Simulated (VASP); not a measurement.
# NaF (Villiaumite) (Fm-3m) in VASP: settings compared

NaF (Villiaumite) is run at these levels: PBE, PBEsol, LDA; tasks: relaxation of cell and atoms.

Everything below comes from runs of VASP 6.6.1. Logs are shortened: lines on timing, memory, paths and dates and some standing lists are left out, and cuts for length are marked.

## Step 1: The cell of the first run

The structure is cubic, space group Fm-3m (No. 225). Conventional cell: a = 4.640 Å, b = 4.640 Å, c = 4.640 Å, α = 90.00°, β = 90.00°, γ = 90.00°. Within 3.1 Å of Na (site symmetry m-3m) lie 6 F at 2.32 Å. Within 3.1 Å of F (site symmetry m-3m) lie 6 Na at 2.32 Å.

## Step 2: Relaxation of cell and atoms, PBE

INCAR

```
PREC = Accurate
ENCUT = 600
EDIFF = 1E-6
ISMEAR = -1
SIGMA = 0.02
LREAL = False
LASPH = True
NELM = 60
ALGO = Normal
ISIF = 3
LWAVE = False
LCHARG = False
GGA = PE
IBRION = 2
NSW = 80
EDIFFG = -0.005
```

KPOINTS

```
Automatic mesh
0
Gamma
  8 8 8
```

POSCAR

```
NaF
1.0
    0.0000000000      2.3200000000      2.3200000000
    2.3200000000      0.0000000000      2.3200000000
    2.3200000000      2.3200000000      0.0000000000
Na F
1 1
Direct
    0.0000000000      0.0000000000      0.0000000000
    0.5000000000      0.5000000000      0.5000000000
```

Potentials or basis: VASP PAW PBE potentials, release 64 (Na_pv, F).

Run with:

```console
$ cat potpaw_PBE.64/Na_pv/POTCAR potpaw_PBE.64/F/POTCAR > POTCAR
$ mpirun -np 1 vasp_std > vasp.out
```

OUTCAR:

```text
PREC = Accurate
   ENCUT = 600
   EDIFF = 1E-6
   ISMEAR = -1
   LREAL = False
   LASPH = True
   NELM = 60
   ISIF = 3
   GGA = PE
   IBRION = 2
   NSW = 80
   EDIFFG = -0.005

 ion  position               nearest neighbor table
   1  0.000  0.000  0.000-   2 2.32   2 2.32   2 2.32   2 2.32   2 2.32   2 2.32
   2  0.500  0.500  0.500-   1 2.32   1 2.32   1 2.32   1 2.32   1 2.32   1 2.32

  LATTYP: Found a face centered cubic cell.
 ALAT       =     4.6400000000

  Lattice vectors:

 A1 = (   0.0000000000,   2.3200000000,   2.3200000000)
 A2 = (   2.3200000000,   0.0000000000,   2.3200000000)
 A3 = (   2.3200000000,   2.3200000000,   0.0000000000)

Analysis of symmetry for initial positions (statically):
=====================================================================
 Subroutine PRICEL returns:
 Original cell was already a primitive cell.

 Routine SETGRP: Setting up the symmetry group for a
 face centered cubic supercell.

 Subroutine GETGRP returns: Found 48 space group operations
 (whereof 48 operations were pure point group operations)
 out of a pool of 48 trial point group operations.

The static configuration has the point symmetry O_h .

Analysis of symmetry for dynamics (positions and initial velocities):
=====================================================================
 Subroutine PRICEL returns:
 Original cell was already a primitive cell.

 Routine SETGRP: Setting up the symmetry group for a
 face centered cubic supercell.

 Subroutine GETGRP returns: Found 48 space group operations
 (whereof 48 operations were pure point group operations)
 out of a pool of 48 trial point group operations.

The dynamic configuration has the point symmetry O_h .

 Subroutine INISYM returns: Found 48 space group operations
 (whereof 48 operations are pure point group operations),
 and found     1 'primitive' translations

----------------------------------------------------------------------------------------

                                     Primitive cell

  volume of cell :      24.9743

  direct lattice vectors                    reciprocal lattice vectors
     0.000000000  2.320000000  2.320000000    -0.215517241  0.215517241  0.215517241
     2.320000000  0.000000000  2.320000000     0.215517241 -0.215517241  0.215517241
     2.320000000  2.320000000  0.000000000     0.215517241  0.215517241 -0.215517241

  length of vectors
     3.280975465  3.280975465  3.280975465     0.373286812  0.373286812  0.373286812

  position of ions in fractional coordinates (direct lattice)
     0.000000000  0.000000000  0.000000000
     0.500000000  0.500000000  0.500000000

  ion indices of the primitive-cell ions
   primitive index   ion index
                 1           1
                 2           2

----------------------------------------------------------------------------------------

 KPOINTS: Automatic mesh

Automatic generation of k-mesh.
 Grid dimensions read from file:
 generate k-points for:    8    8    8

 Generating k-lattice:

  Cartesian coordinates                     Fractional coordinates (reciprocal lattice)
    -0.026939655  0.026939655  0.026939655     0.125000000  0.000000000  0.000000000
     0.026939655 -0.026939655  0.026939655     0.000000000  0.125000000  0.000000000
     0.026939655  0.026939655 -0.026939655     0.000000000  0.000000000  0.125000000

  Length of vectors
     0.046660851  0.046660851  0.046660851

  Shift w.r.t. Gamma in fractional coordinates (k-lattice)
     0.000000000  0.000000000  0.000000000

 Subroutine IBZKPT returns following result:
 ===========================================

 Found     29 irreducible k-points:

 Following reciprocal coordinates:
            Coordinates               Weight
  0.000000  0.000000  0.000000      1.000000
  0.125000  0.000000  0.000000      8.000000
  0.250000  0.000000  0.000000      8.000000
  0.375000  0.000000  0.000000      8.000000
  0.500000  0.000000  0.000000      4.000000
  0.125000  0.125000  0.000000      6.000000
[... 16 lines left out ...]
  0.500000  0.250000  0.125000     48.000000
 -0.375000  0.250000  0.125000     24.000000
 [... further k-points ...]
   k-points           NKPTS =     29   k-points in BZ     NKDIM =     29   number of bands    NBANDS=     11
   number of dos      NEDOS =    301   number of ions     NIONS =      2
   total plane-waves  NPLWV =  21952
   dimension x,y,z NGX =    28 NGY =   28 NGZ =   28
   dimension x,y,z NGXF=    56 NGYF=   56 NGZF=   56
   ions per type =               1   1
   NGX,Y,Z   is equivalent  to a cutoff of  14.19, 14.19, 14.19 a.u.
   NGXF,Y,Z  is equivalent  to a cutoff of  28.38, 28.38, 28.38 a.u.
 SYSTEM =  unknown system
   PREC   = accura    normal or accurate (medium, high low for compatibility)
   ISTART =      0    job   : 0-new  1-cont  2-samecut
   ICHARG =      2    charge: 1-file 2-atom 10-const
   ISPIN  =      1    spin polarized calculation?
   LNONCOLLINEAR =      F non collinear calculations
   LSORBIT =      F    spin-orbit coupling
   LASPH  =      T    aspherical Exc in radial PAW
   ENCUT  =  600.0 eV  44.10 Ry    6.64 a.u.   6.55  6.55  6.55*2*pi/ulx,y,z
   NELM   =     60;   NELMIN=  2; NELMDL= -5     # of ELM steps
   EDIFF  = 0.1E-05   stopping-criterion for ELM
   LREAL  =      F    real-space projection
   EDIFFG = -.5E-02   stopping-criterion for IOM
   NSW    =     80    number of steps for IOM
   IBRION =      2    ionic relax: 0-MD 1-quasi-New 2-CG
   NFREE  =      1    steps in history (QN), initial steepest desc. (CG)
   ISIF   =      3    stress and relaxation
   ISYM   =      2    0-nonsym 1-usesym 2-fastsym
   POTIM  = 0.5000    time-step for ionic-motion
   TEBEG  =    0.0;   TEEND  =   0.0 temperature during run
   PSTRESS=    0.0 pullay stress
   NELECT =      14.0000    total number of electrons
   NUPDOWN=      -1.0000    fix difference up-down
   EMIN   =  10.00;   EMAX   =-10.00  energy-range for DOS
   EFERMI =   0.00;   METHOD = LEGACY
   ISMEAR =    -1;   SIGMA  =   0.02  broadening in eV -4-tet -1-fermi 0-gaus
   EFERMI_NEDOS =   21; number of points for ismear=-14 and -15
   IALGO  =     38    algorithm
   IMIX   =      4    mixing-type and parameters
     AMIX     =   0.40;   BMIX     =  1.00
     AMIX_MAG =   1.60;   BMIX_MAG =  1.00
  volume/ion in A,a.u.               =      12.49        84.27
  Fermi-wavevector in a.u.,A,eV,Ry     =   1.349852  2.550851 24.791186  1.822101
  Thomas-Fermi vector in A             =   2.477405
   LORBIT       =      0    0 simple, 1 ext, 2 COOP (PROOUT), +10 PAW based schemes
   GGA     = PE    functional components
   LHFCALC =     F    Hartree Fock is set to
   AEXX    =    0.0000 exact exchange contribution
   IVDW    =     0    specifies the selected vdW correction
   LEPSILON=     F    determine dielectric tensor
   LRPA    =     F    only Hartree local field effects (RPA)
 conjugate gradient relaxation of ions
 non-spin polarized calculation
  energy-cutoff  :      600.00
  volume of cell :       24.97
 maximum number of plane-waves:       869
 NGX is ok and might be reduce to    28
   NGX = 13   NGY = 13   NGZ = 13

--------------------------------------- Ionic step        1  -------------------------------------------

 number of electron      14.0000006 magnetization

 Free energy of the ion-electron system (eV)
  ---------------------------------------------------
  ext. energy  EPLUGINS =         0.00000000
  ---------------------------------------------------
  free energy    TOTEN  =        -8.56468650 eV

  energy without entropy =       -8.56468650  energy(sigma->0) =       -8.56468650

------------------------ aborting loop because EDIFF is reached ----------------------------------------

  FORCE on cell =-STRESS in cart. coord.  units (eV):
  Direction    XX          YY          ZZ          XY          YZ          ZX
  --------------------------------------------------------------------------------------
  -------------------------------------------------------------------------------------
  Total        0.2645084      0.2645084      0.2645084      0.0000000     -0.0000000      0.0000000
  in kB       16.9689933     16.9689933     16.9689933      0.0000000     -0.0000000      0.0000000
  external PRESSURE =      16.9689933 kB  Pullay stress =       0.0000000 kB

 VOLUME and BASIS-vectors are now :
 -----------------------------------------------------------------------------
  energy-cutoff  :      600.00
  volume of cell :       24.97
      direct lattice vectors                 reciprocal lattice vectors
     0.000000000  2.320000000  2.320000000    -0.215517241  0.215517241  0.215517241
     2.320000000  0.000000000  2.320000000     0.215517241 -0.215517241  0.215517241
     2.320000000  2.320000000  0.000000000     0.215517241  0.215517241 -0.215517241
[... 73 lines left out ...]
 POSITION                                       TOTAL-FORCE (eV/Angst)
 -----------------------------------------------------------------------------------
      0.00000      0.00000      0.00000        -0.000000     -0.000000      0.000000
      2.34291      2.34291      2.34291         0.000000      0.000000     -0.000000
 -----------------------------------------------------------------------------------
    total drift:                                0.000000      0.000000      0.000000

  FREE ENERGIE OF THE ION-ELECTRON SYSTEM (eV)
  ---------------------------------------------------
  free  energy   TOTEN  =        -8.5691707618 eV

  energy  without entropy=       -8.5691707618  energy(sigma->0) =       -8.56917076

--------------------------------------- Ionic step        4  -------------------------------------------

 number of electron      14.0000003 magnetization

 Free energy of the ion-electron system (eV)
  ---------------------------------------------------
  ext. energy  EPLUGINS =         0.00000000
  ---------------------------------------------------
  free energy    TOTEN  =        -8.56928609 eV

  energy without entropy =       -8.56928609  energy(sigma->0) =       -8.56928609

 E-fermi :  -1.7248     XC(G=0):  -8.9724

 val. band max:       -2.2485748508   @ k =   0.0000   0.0000   0.0000
 cond. band min:       3.8492690928   @ k =   0.0000   0.0000   0.0000
 fundamental gap:      6.0978439435
 Fermi energy:        -1.7248166481

 k-point     1 :       0.0000    0.0000    0.0000
  band No.  band energies     occupation
      1     -21.3599      2.00000
      2     -21.3107      2.00000
      3     -21.3107      2.00000
      4     -21.3107      2.00000
      5      -2.2486      2.00000
      6      -2.2486      2.00000
      7      -2.2486      2.00000
      8       3.8493      0.00000
      9      16.4531      0.00000
     10      16.4531      0.00000
     11      16.4531      0.00000

 k-point     2 :       0.1250    0.0000    0.0000
  band No.  band energies     occupation
      1     -21.6135      2.00000
      2     -21.3123      2.00000
      3     -21.3123      2.00000
      4     -21.0388      2.00000
      5      -2.5291      2.00000
      6      -2.2837      2.00000
      7      -2.2837      2.00000
      8       4.3810      0.00000
      9      14.7400      0.00000
     10      16.6745      0.00000
     11      16.6745      0.00000
[... 295 lines left out ...]
 k-point    24 :      -0.3750    0.2500    0.1250
  band No.  band energies     occupation
      1     -21.8802      2.00000
      2     -21.3583      2.00000
      3     -21.3379      2.00000
      4     -20.6419      2.00000
      5      -3.4895      2.00000
      6      -2.7939      2.00000
      7      -2.5638      2.00000
      8       9.2872      0.00000
      9      10.1603      0.00000
     10      14.4721      0.00000
     11      16.2789      0.00000

 [... further k-points ...]

------------------------ aborting loop because EDIFF is reached ----------------------------------------

  FORCE on cell =-STRESS in cart. coord.  units (eV):
  Direction    XX          YY          ZZ          XY          YZ          ZX
  --------------------------------------------------------------------------------------
  -------------------------------------------------------------------------------------
  Total       -0.0029733     -0.0029733     -0.0029733      0.0000000      0.0000000      0.0000000
  in kB       -0.1842565     -0.1842565     -0.1842565      0.0000000      0.0000000      0.0000000
  external PRESSURE =      -0.1842565 kB  Pullay stress =       0.0000000 kB

 VOLUME and BASIS-vectors are now :
 -----------------------------------------------------------------------------
  energy-cutoff  :      600.00
  volume of cell :       25.85
      direct lattice vectors                 reciprocal lattice vectors
     0.000000000  2.346933101  2.346933101    -0.213043993  0.213043993  0.213043993
     2.346933101 -0.000000000  2.346933101     0.213043993 -0.213043993  0.213043993
     2.346933101  2.346933101  0.000000000     0.213043993  0.213043993 -0.213043993

 POSITION                                       TOTAL-FORCE (eV/Angst)
 -----------------------------------------------------------------------------------
      2.34693      2.34693      0.00000        -0.000000      0.000000      0.000000
      2.34693      2.34693      2.34693         0.000000     -0.000000     -0.000000
 -----------------------------------------------------------------------------------
    total drift:                                0.000000      0.000000      0.000000

  FREE ENERGIE OF THE ION-ELECTRON SYSTEM (eV)
  ---------------------------------------------------
  free  energy   TOTEN  =        -8.5692860914 eV

  energy  without entropy=       -8.5692860914  energy(sigma->0) =       -8.56928609

 reached required accuracy - stopping structural energy minimisation
```

It took 28 s on 1 thread of Intel Xeon Platinum 8259CL at 2.50GHz (Skylake/Cascade Lake), shared host; peak memory 0.15 GiB.

What came out:

| Property | Result |
| --- | --- |
| Free energy | -8.5693 eV |
| Relaxed volume | 12.93 Å³/atom |
| Relaxed cell | a = 3.319 Å, b = 3.319 Å, c = 3.319 Å, α = 60.00°, β = 60.00°, γ = 60.00° |
| Space group after relaxing (to 0.05 Å) | Fm-3m (No. 225) |
| Energy gained by relaxing | 2.3 meV/atom |
| Ionic steps | 4 |
| Pressure after relaxing | 0.0 GPa |
| Band gap on the k mesh | 6.10 eV, direct |

The path:
```csv
step,energy change (eV),largest force (eV/Å),pressure (GPa),volume (Å³)
1,0.0000,0.0000,1.70,24.97
2,-0.0037,0.0000,0.68,25.46
3,-0.0045,0.0000,0.22,25.72
4,-0.0046,0.0000,-0.02,25.85
```

Final structure:
```cif
data_structure
_symmetry_space_group_name_H-M 'P 1'
_symmetry_Int_Tables_number 1
_cell_length_a 3.3191
_cell_length_b 3.3191
_cell_length_c 3.3191
_cell_angle_alpha 60.000
_cell_angle_beta 60.000
_cell_angle_gamma 60.000
_cell_volume 25.85
loop_
_atom_site_label
_atom_site_type_symbol
_atom_site_fract_x
_atom_site_fract_y
_atom_site_fract_z
_atom_site_occupancy
Na1 Na 0.00000 0.00000 0.00000 1
F1 F 0.50000 0.50000 0.50000 1
```

Expect the measured gap to be larger: semilocal functionals such as PBE lack the derivative discontinuity. PBE usually gives volumes a little too large and moduli too small.

## Step 3: Relaxation of cell and atoms, PBEsol

This run uses another cell than the first one, of 12.97 Å³/atom, 1.039 times its volume.

INCAR

```
SYSTEM = NaF
PREC = Accurate
ENCUT = 600
EDIFF = 1E-6
ISMEAR = -1
SIGMA = 0.02
LREAL = .False.
LASPH = .True.
NELM = 100
ALGO = Normal
ISIF = 3
LWAVE = .False.
LCHARG = .False.
GGA = PS
IBRION = 2
NSW = 80
EDIFFG = -0.005
```

KPOINTS

```
Automatic mesh
0
Gamma
  8 8 8
  0 0 0
```

POSCAR

```
NaF
1.0
    0.0000000000      2.3497437939      2.3497437939
    2.3497437939      0.0000000000      2.3497437939
    2.3497437939      2.3497437939      0.0000000000
Na F
1 1
Direct
    0.0000000000      0.0000000000      0.0000000000
    0.5000000000      0.5000000000      0.5000000000
```

Potentials or basis: VASP PAW PBE potentials, release 64 (Na_pv, F).

Run with:

```console
$ cat potpaw_PBE.64/Na_pv/POTCAR potpaw_PBE.64/F/POTCAR > POTCAR
$ mpirun -np 1 vasp_std > vasp.out
```

Run time: 33 s. Hardware: 1 thread of Intel Xeon Platinum 8259CL at 2.50GHz (Skylake/Cascade Lake), shared host; peak memory 0.15 GiB.

It converged, with:

- Free energy: -8.7732 eV
- Relaxed volume: 12.37 Å³/atom
- Relaxed cell: a = 3.271 Å, b = 3.271 Å, c = 3.271 Å, α = 60.00°, β = 60.00°, γ = 60.00°
- Space group after relaxing (to 0.05 Å): Fm-3m (No. 225)
- Energy gained by relaxing: 4.2 meV/atom
- Ionic steps: 4
- Pressure after relaxing: 0.0 GPa
- Band gap on the k mesh: 6.19 eV, direct

The path:
```csv
step,energy change (eV),largest force (eV/Å),pressure (GPa),volume (Å³)
1,0.0000,0.0000,-2.16,25.95
2,-0.0065,0.0000,-0.99,25.30
3,-0.0083,0.0000,-0.28,24.89
4,-0.0085,0.0000,0.02,24.74
```

Final structure:
```yaml
crystal:
  lattice:
    - [0.00000, 2.31266, 2.31266]
    - [2.31266, 0.00000, 2.31266]
    - [2.31266, 2.31266, 0.00000]
  atoms:
    - { symbol: Na, position: [0.00000, 0.00000, 0.00000] }
    - { symbol: F, position: [0.50000, 0.50000, 0.50000] }
```

Levels at points of the mesh, in eV from the valence-band top:
| k point | band 3 | band 4 | band 5 | band 6 | band 7 | band 8 | band 9 | band 10 | band 11 |
| --- | --- | --- | --- | --- | --- | --- | --- | --- | --- |
| (0.00, 0.00, 0.00) | -18.75 | -18.75 | 0.00 | 0.00 | 0.00 | 6.19 | 18.89 | 18.89 | 18.89 |
| (0.50, 0.00, 0.00) | -18.76 | -18.00 | -1.63 | -0.26 | -0.26 | 10.64 | 12.38 | 20.04 | 20.04 |
| (0.50, 0.50, 0.00) | -18.81 | -18.80 | -1.31 | -0.41 | -0.41 | 13.02 | 13.12 | 13.59 | 19.71 |

Caveat: the PAW data sets were made with another functional, which shifts forces and pressure a little.

[end of part 1 of 2]
